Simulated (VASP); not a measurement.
Set up this calculation in VASP 6.6.1, as the native input.

```
Task                   : single point
Functional             : PBEsol
Dispersion             : D4
Potentials or basis    : VASP PAW PBE potentials, release 64 (Nb_sv)
Cutoff                 : 520 eV
k mesh                 : 11 × 11 × 11
Occupations            : fermi-dirac, width 0.05 eV
Spin                   : no spin polarisation
Dipole correction      : no
Further INCAR settings : ALGO = Normal; EDIFF = 1e-07; NBANDS = 12
```

The structure of Nb lies in POSCAR:

```
Nb
1.0
    0.0000000000      2.0769008334      2.0769008334
    2.0769008334      0.0000000000      2.0769008334
    2.0769008334      2.0769008334      0.0000000000
Nb
1
Direct
    0.0000000000      0.0000000000      0.0000000000
```

This isn't the form of Nb at room conditions, which is bcc.

One way to write it, as run:

INCAR

```
SYSTEM = Nb
  PREC = Accurate
  ENCUT = 520
  EDIFF = 1E-7
  ISMEAR = -1
  SIGMA = 0.05
  LREAL = .False.
  LASPH = .True.
  NELM = 80
  ALGO = Normal
  ISIF = 2
  LWAVE = .False.
  LCHARG = .False.
  GGA = PS
  IVDW = 13
  NBANDS = 12
```

KPOINTS

```
regular mesh
0
Gamma
  11 11 11
  0 0 0
```

Potentials or basis: VASP PAW PBE potentials, release 64 (Nb_sv).

The run is started by

```console
$ cat potpaw_PBE.64/Nb_sv/POTCAR > POTCAR
$ mpirun -np 1 vasp_std > vasp.out
```

It gave:

| Item | Value |
| --- | --- |
| Pressure | -0.3 GPa |
| Band gap on the k mesh | zero (an odd number of electrons rules out a gap without spin polarisation) |
| Dispersion energy per atom | -0.196 eV |

Caveat: the PAW data sets were made with another functional, which shifts forces and pressure a little.

Run time: 7 s on 1 thread of Intel(R) Xeon(R) Platinum 8375C CPU @ 2.90GHz (Ice Lake) (shared host), peak memory 0.14 GiB.
